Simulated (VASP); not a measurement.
# BN (Fmm2) in VASP: a series of runs, part 2 of 2

VASP 6.6.1. Earlier steps stand in the parts before.

### 4 Single point, PBE+D3(BJ)

This run uses another cell than the first one: it holds 48 atoms, not 2.

INCAR reads:

```
PREC = Accurate
ENCUT = 520
EDIFF = 1E-6
ISMEAR = 0
SIGMA = 0.01
LREAL = Auto
LASPH = True
NELM = 100
ALGO = Normal
ISIF = 2
LWAVE = False
LCHARG = False
GGA = PE
IVDW = 12
NBANDS = 126
```

KPOINTS reads:

```
Automatic mesh
0
Gamma
  2 2 2
  0.5 0.5 0.5
```

POSCAR reads:

```
BN
1.0
    0.0000000000     -6.6789644132      4.3376638254
    0.0000000000      6.6789644132      4.3376638254
   -7.5230548018      0.0000000000     -4.3376638254
B N
24 24
Direct
    0.6667201036      0.1667201036      0.8333333333
    0.1667201036      0.1667201036      0.8333333333
    0.6667201036      0.1667201036      0.3333333333
    0.1667201036      0.1667201036      0.3333333333
    0.8333867702      0.3333867702      0.1666666667
    0.3333867702      0.3333867702      0.1666666667
    0.0000534369      0.5000534369      1.0000000000
    0.6667201036      0.6667201036      0.8333333333
    0.5000534369      0.5000534369      1.0000000000
    0.1667201036      0.6667201036      0.8333333333
    0.8333867702      0.3333867702      0.6666666667
    0.3333867702      0.3333867702      0.6666666667
    0.0000534369      0.5000534369      0.5000000000
    0.6667201036      0.6667201036      0.3333333333
    0.5000534369      0.5000534369      0.5000000000
    0.1667201036      0.6667201036      0.3333333333
    0.8333867702      0.8333867702      0.1666666667
    0.3333867702      0.8333867702      0.1666666667
    0.0000534369      0.0000534369      1.0000000000
    0.5000534369      0.0000534369      1.0000000000
    0.8333867702      0.8333867702      0.6666666667
    0.3333867702      0.8333867702      0.6666666667
    0.0000534369      0.0000534369      0.5000000000
    0.5000534369      0.0000534369      0.5000000000
    0.9999632248      0.4999632248      0.8333333333
    0.4999632248      0.4999632248      0.8333333333
    0.9999632248      0.4999632248      0.3333333333
    0.4999632248      0.4999632248      0.3333333333
    0.1666298914      0.6666298914      0.1666666667
    0.6666298914      0.6666298914      0.1666666667
    0.3332965581      0.8332965581      1.0000000000
    0.9999632248      0.9999632248      0.8333333333
    0.8332965581      0.8332965581      1.0000000000
    0.4999632248      0.9999632248      0.8333333333
    0.1666298914      0.6666298914      0.6666666667
    0.6666298914      0.6666298914      0.6666666667
    0.3332965581      0.8332965581      0.5000000000
    0.9999632248      0.9999632248      0.3333333333
    0.8332965581      0.8332965581      0.5000000000
    0.4999632248      0.9999632248      0.3333333333
    0.1666298914      0.1666298914      0.1666666667
    0.6666298914      0.1666298914      0.1666666667
    0.3332965581      0.3332965581      1.0000000000
    0.8332965581      0.3332965581      1.0000000000
    0.1666298914      0.1666298914      0.6666666667
    0.6666298914      0.1666298914      0.6666666667
    0.3332965581      0.3332965581      0.5000000000
    0.8332965581      0.3332965581      0.5000000000
```

Potentials or basis: VASP PAW PBE potentials, release 64 (B, N).

Launch:

```
> cat potpaw_PBE.64/B/POTCAR potpaw_PBE.64/N/POTCAR > POTCAR
> mpirun -np 1 vasp_std > vasp.out
```

OUTCAR:

```text
PREC = Accurate
   ENCUT = 520
   EDIFF = 1E-6
   ISMEAR = 0
   LREAL = Auto
   LASPH = True
   NELM = 100
   ISIF = 2
   GGA = PE
   IVDW = 12
 IVDW          = 12

 ion  position               nearest neighbor table
   1  0.667  0.167  0.833-  34 1.45  46 1.45  44 1.45
   2  0.167  0.167  0.833-  32 1.45  45 1.45  43 1.45
   3  0.667  0.167  0.333-  40 1.45  42 1.45  48 1.45
   4  0.167  0.167  0.333-  38 1.45  41 1.45  47 1.45
[... 582 lines left out ...]
  -------------------------------------------------------------------------------------
  Total       0.26581    -0.36974     0.45813     0.00000     0.00000     0.00000
  in kB       0.97698    -1.35899     1.68389     0.00000     0.00000     0.00000
  external pressure =        0.43 kB  Pullay stress =        0.00 kB

 VOLUME and BASIS-vectors are now :
 -----------------------------------------------------------------------------
  energy-cutoff  :      520.00
  volume of cell :      435.90
      direct lattice vectors                 reciprocal lattice vectors
     0.000000000 -6.678964413  4.337663825    -0.066462363 -0.074861905  0.115269422
     0.000000000  6.678964413  4.337663825    -0.066462363  0.074861905  0.115269422
    -7.523054802  0.000000000 -4.337663825    -0.132924726  0.000000000  0.000000000

 POSITION                                       TOTAL-FORCE (eV/Angst)
 -----------------------------------------------------------------------------------
     -6.26921     -3.33948      0.00046        -0.000000      0.000000      0.006884
     -6.26921      0.00000     -2.16837         0.000000      0.000000      0.006884
     -2.50768     -3.33948      2.16930        -0.000000      0.000000      0.006884
     -2.50768      0.00000      0.00046         0.000000      0.000000      0.006884
     -1.25384     -3.33948      4.33813        -0.000000      0.000000      0.006884
     -1.25384      0.00000      2.16930        -0.000000      0.000000      0.006884
[... 40 lines left out ...]
     -3.76153      0.00000      0.72262         0.000000      0.000000     -0.006884
     -3.76153     -3.33948      2.89146         0.000000      0.000000     -0.006884
 -----------------------------------------------------------------------------------
    total drift:                               -0.000007      0.000000      0.000627

  FREE ENERGIE OF THE ION-ELECTRON SYSTEM (eV)
  ---------------------------------------------------
  free  energy   TOTEN  =      -428.5522603148 eV

  energy  without entropy=     -428.5522603148  energy(sigma->0) =     -428.55226031
```

stdout:

```text
POSCAR found type information on POSCAR B N
 POSCAR found :  2 types and      48 ions
 scaLAPACK will be used
 LDA part: xc-table for (Slater+PW92), standard interpolation
 POSCAR, INCAR and KPOINTS ok, starting setup
 FFT: planning ... GRIDC
 FFT: planning ... GRID_SOFT
 FFT: planning ... GRID
 WAVECAR not read
 entering main loop
```

Wall time 5.4 min (1 thread of AMD EPYC 7R43 (Zen 3), shared host); peak memory 0.53 GiB.

What came out:

```
Free energy                : -428.5523 eV
Pressure                   : 0.0 GPa
Largest force              : 0.007 eV/Å
Band gap on the k mesh     : 3.99 eV
Dispersion energy per atom : -0.140 eV
```

Forces in eV/Å, atoms in the order of the input:
```
B    0.000  0.000  0.007
B    0.000  0.000  0.007
B    0.000  0.000  0.007
B    0.000  0.000  0.007
B    0.000  0.000  0.007
B    0.000  0.000  0.007
B    0.000  0.000  0.007
B    0.000  0.000  0.007
B    0.000  0.000  0.007
B    0.000  0.000  0.007
B    0.000  0.000  0.007
B    0.000  0.000  0.007
B    0.000  0.000  0.007
B    0.000  0.000  0.007
B    0.000  0.000  0.007
B    0.000  0.000  0.007
B    0.000  0.000  0.007
B    0.000  0.000  0.007
B    0.000  0.000  0.007
B    0.000  0.000  0.007
B    0.000  0.000  0.007
B    0.000  0.000  0.007
B    0.000  0.000  0.007
B    0.000  0.000  0.007
N    0.000  0.000 -0.007
N    0.000  0.000 -0.007
N    0.000  0.000 -0.007
N    0.000  0.000 -0.007
N    0.000  0.000 -0.007
N    0.000  0.000 -0.007
N    0.000  0.000 -0.007
N    0.000  0.000 -0.007
N    0.000  0.000 -0.007
N    0.000  0.000 -0.007
N    0.000  0.000 -0.007
N    0.000  0.000 -0.007
N    0.000  0.000 -0.007
N    0.000  0.000 -0.007
N    0.000  0.000 -0.007
N    0.000  0.000 -0.007
N    0.000  0.000 -0.007
N    0.000  0.000 -0.007
N    0.000  0.000 -0.007
N    0.000  0.000 -0.007
N    0.000  0.000 -0.007
N    0.000  0.000 -0.007
N    0.000  0.000 -0.007
N    0.000  0.000 -0.007
```

Levels at points of the mesh, in eV from the valence-band top:
| k point | band 93 | band 94 | band 95 | band 96 | band 97 | band 98 | band 99 | band 100 |
| --- | --- | --- | --- | --- | --- | --- | --- | --- |
| (0.25, 0.25, 0.25) | -0.77 | -0.77 | -0.75 | -0.75 | 5.00 | 5.00 | 5.00 | 5.00 |

Caveat: a shifted mesh leaves out Γ, where band edges can lie. A k mesh can miss the band edges.

### 5 Single point, PBE0

This run uses another cell than the first one, of 9.08 Å³/atom.

POSCAR reads:

```
BN
1.0
    0.0000000000      3.3394821267      2.1688319105
    1.2538424674      0.0000000000      2.1688319105
    1.2538424674      3.3394821267      0.0000000000
B N
1 1
Direct
    0.0001068737      0.0001068737      0.9998931263
    0.6665931163      0.6665931163      0.3334068837
```

INCAR.step1 reads:

```
ALGO     = Normal         # electronic algorithm
EDIFF    = 1E-5           # SCF threshold, eV
ENCUT    = 520            # plane-wave cutoff, eV
GGA      = PE             # functional
ISIF     = 2              # what is computed and relaxed
ISMEAR   = 0              # smearing method
LASPH    = True           # aspherical terms in the spheres
LCHARG   = False          # write CHGCAR
LREAL    = False          # projectors in reciprocal space
LWAVE    = True           # write WAVECAR
NBANDS   = 11             # bands
NELM     = 80             # most SCF steps
PREC     = Accurate       # precision mode
SIGMA    = 0.02           # smearing width, eV
```

INCAR.step2 reads:

```
AEXX     = 0.25           # exact-exchange fraction
ALGO     = Normal         # electronic algorithm
EDIFF    = 1E-6           # SCF threshold, eV
ENCUT    = 520            # plane-wave cutoff, eV
GGA      = PE             # functional
ISIF     = 2              # what is computed and relaxed
ISMEAR   = 0              # smearing method
ISTART   = 1            
LASPH    = True           # aspherical terms in the spheres
LCHARG   = False          # write CHGCAR
LHFCALC  = True           # exact exchange
LREAL    = False          # projectors in reciprocal space
LWAVE    = False          # write WAVECAR
NBANDS   = 11             # bands
NELM     = 80             # most SCF steps
PREC     = Accurate       # precision mode
PRECFOCK = Normal       
SIGMA    = 0.02           # smearing width, eV
```

KPOINTS reads:

```
k-points
0
Gamma
  8 8 8
```

Launch:

```
> cat potpaw_PBE.64/B/POTCAR potpaw_PBE.64/N/POTCAR > POTCAR
> cp INCAR.step1 INCAR
> mpirun -np 1 vasp_std > vasp.out
> cp INCAR.step2 INCAR
> mpirun -np 1 vasp_std > vasp.out
```

Wall time 1.9 h (1 thread of Oxide Virtual Turin-like, shared host); peak memory 0.14 GiB.

It converged, with:

```
Free energy            : -21.3382 eV
Pressure               : -2.2 GPa
Band gap on the k mesh : 5.51 eV (least direct gap 6.90 eV)
```

Stress tensor (GPa, compression positive):
```
-4.42  0.00  0.00
 0.00  2.23  0.00
 0.00  0.00 -4.46
```

Levels at points of the mesh, in eV from the valence-band top:
| k point | band 2 | band 3 | band 4 | band 5 | band 6 | band 7 |
| --- | --- | --- | --- | --- | --- | --- |
| (0.00, 0.00, 0.00) | -4.79 | -1.81 | -1.81 | 6.86 | 13.85 | 13.96 |
| (0.50, 0.00, 0.00) | -10.06 | -4.84 | -1.24 | 6.54 | 12.03 | 15.71 |
| (0.50, 0.50, 0.00) | -10.19 | -4.83 | -0.53 | 8.16 | 11.54 | 14.38 |
| (0.50, 0.00, 0.50) | -7.03 | -1.85 | -1.80 | 12.41 | 13.79 | 13.89 |
| (0.00, 0.50, 0.50) | -9.91 | -4.90 | -1.87 | 5.51 | 12.01 | 17.13 |

Caveat: the stress differs along the axes, from -4 to 2 GPa; the PAW data sets were made with another functional, which shifts forces and pressure a little.

### 6 Summary

| task | level | cell | k mesh | cutoff (eV) | smearing | grid for exact exchange (PRECFOCK) | share of exact exchange | gap on the mesh (eV) | pressure (GPa) |
| --- | --- | --- | --- | --- | --- | --- | --- | --- | --- |
| relaxation of shape and atoms at fixed volume | PBE+D3(BJ) | relaxed from a = 3.942, b = 2.480, c = 3.531 Å, angles 79.9, 38.3, 61.9°, 2 atoms, atomic positions A | 12 × 12 × 12 | 600 | gaussian 0.02 eV | - | - | 3.48 | 0.7 |
| relaxation of shape and atoms at fixed volume | PBE+D3(BJ) | relaxed from a = 4.021, b = 2.530, c = 3.602 Å, angles 79.9, 38.3, 61.9°, 2 atoms, atomic positions A | 12 × 12 × 12 | 600 | gaussian 0.02 eV | - | - | 3.76 | -0.9 |
| single point | PBE+D3(BJ) | a = 7.964, b = 7.964, c = 8.684 Å, angles 105.8, 105.8, 114.0°, 48 atoms, atomic positions B | 2 × 2 × 2, shifted | 520 | gaussian 0.01 eV | - | - | 3.99 | 0.0 |
| single point | PBE0 | a = 3.982, b = 2.505, c = 3.567 Å, angles 79.9, 38.3, 61.9°, 2 atoms, atomic positions A | 8 × 8 × 8 | 520 | gaussian 0.02 eV | Normal | 0.25 | 5.51 | -2.2 |

Alike in all rows: potentials or basis VASP PAW PBE potentials, release 64 (B, N); no spin polarisation.

Caveats: a shifted mesh leaves out Γ, where band edges can lie (at least some runs); the stress differs along the axes, from -4 to 2 GPa (at least some runs); the PAW data sets were made with another functional, which shifts forces and pressure a little (at least some runs).

Absolute energies hang on the potentials; compare differences alone.
